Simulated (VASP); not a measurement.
Wanted: the native input for a VASP 6.6.1 run.

* Task: single point
* Functional: revPBE
* Potentials or basis: VASP PAW PBE potentials, release 64 (Nb_sv)
* Cutoff: 520 eV
* k mesh: 10 × 10 × 10
* Occupations: fermi-dirac, width 0.1 eV
* Spin: no spin polarisation
* Dipole correction: no
* Further INCAR settings: ALGO = Normal; EDIFF = 1e-07; NBANDS = 20

The structure of Nb lies in POSCAR:

```
Nb
1.0
    0.0000000000      3.0915013305      3.0915013305
    3.0915013305      0.0000000000      3.0915013305
    3.0915013305      3.0915013305      0.0000000000
Nb
2
Direct
    0.1250000000      0.1250000000      0.1250000000
    0.8750000000      0.8750000000      0.8750000000
```

This cell differs from its parent crystal: volume scaled by 1.12.

The input as run:

INCAR

```
PREC = Accurate
ENCUT = 520
EDIFF = 1E-7
ISMEAR = -1
SIGMA = 0.1
LREAL = False
LASPH = True
NELM = 60
ALGO = Normal
ISIF = 2
LWAVE = False
LCHARG = False
GGA = RE
NBANDS = 20
```

KPOINTS

```
regular mesh
0
Gamma
  10 10 10
```

Potentials or basis: VASP PAW PBE potentials, release 64 (Nb_sv).

Command:

```bash
$ cat potpaw_PBE.64/Nb_sv/POTCAR > POTCAR
$ mpirun -np 1 vasp_std > vasp.out
```

Results of the run:

* Pressure: -5.6 GPa
* Band gap on the k mesh: zero (band 13 reaches 5.83 eV, above the bottom of band 14 at 4.87 eV)

Caveat: the PAW data sets were made with another functional, which shifts forces and pressure a little.

It took 58 s on 1 thread of Intel(R) Xeon(R) Platinum 8488C (Sapphire Rapids) (shared host), peak memory 0.21 GiB.
